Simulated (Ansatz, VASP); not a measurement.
## HfSi in VASP and in Ansatz

```
Hf Si
1.0
     6.61716    0.00000    0.00000
     0.00000    3.64685    0.00000
     0.00000    0.00000    5.04569
Hf Si
4 4
Direct
  0.17559 0.25000 0.12649
  0.32441 0.75000 0.62649
  0.67559 0.25000 0.37351
  0.82441 0.75000 0.87351
  0.04306 0.25000 0.64020
  0.45694 0.75000 0.14020
  0.54306 0.25000 0.85980
  0.95694 0.75000 0.35980
```

Change from the starting cell: strain -0.030 along x and y, -0.030 along z, atoms carried along.

Alike in both runs: task single point; functional PBEsol; k mesh 6 × 10 × 8; occupations gaussian, width 0.15 eV; no spin polarisation.

|  | VASP | Ansatz |
| --- | --- | --- |
| version | VASP 6.6.1 | Ansatz 0.2.0 |
| potentials or method | VASP PAW PBE potentials, release 64 (Hf_pv, Si), cutoff 520 eV | scalar-relativistic, plane waves, PAW |
| valence electrons in the cell | 56 | 120 |

```csv
,VASP,Ansatz,Ansatz less VASP
gap on the k mesh at the Fermi level (eV),none,none,-
pressure (GPa),18.0,17.6,-0.44
"traceless stress, the component that is largest in VASP (GPa)",0.76,0.80,+0.044
rms of the force components (eV/Å),0.038,0.030,-0.0073
```

VASP's potentials were made for PBE, not for PBEsol. Atom by atom the forces differ by 0.008 eV/Å (rms over components). A gap of «none» marks a metal or a gap that the smearing closes. With one functional, cell and mesh, what is left measures potentials, basis and numerics. VASP's potentials hold 56 valence electrons a cell and Ansatz's 120, so a difference there can come from the potentials and not from the codes.

Neither program's run includes spin-orbit coupling.
